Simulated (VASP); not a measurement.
A run of VASP 6.6.1:

INCAR

```
ALGO = Normal
EDIFF = 1E-6
ENCUT = 520
GGA = PS
ISIF = 2
ISMEAR = -1
ISPIN = 2
LASPH = T
LCHARG = F
LMAXMIX = 4
LORBIT = 11
LREAL = F
LWAVE = F
MAGMOM = 2 0
NBANDS = 18
NELM = 150
PREC = Accurate
SIGMA = 0.05
```

Contents of KPOINTS:

```
k-points
0
Gamma
  10 10 10
```

File POSCAR:

```
CoO
1.0
    0.0000000000      2.3436418400      2.3436418400
    2.3436418400      0.0000000000      2.3436418400
    2.3436418400      2.3436418400      0.0000000000
Co O
1 1
Direct
    0.0000000000      0.0000000000      0.0000000000
    0.2500000000      0.2500000000      0.2500000000
```

Potentials or basis: VASP PAW PBE potentials, release 64 (Co, O).

The run is started by

```bash
$ cat potpaw_PBE.64/Co/POTCAR potpaw_PBE.64/O/POTCAR > POTCAR
$ mpirun -np 1 vasp_std > vasp.out
```

Hardware: 1 thread of AMD EPYC 7R13 Processor (Zen 3), on a shared host.

Q: Estimate the wall time of this run.

A: It took 48 s on 1 thread of AMD EPYC 7R13 Processor (Zen 3) (shared host), peak memory 0.16 GiB. Counts: scf iterations 16, k points 47.
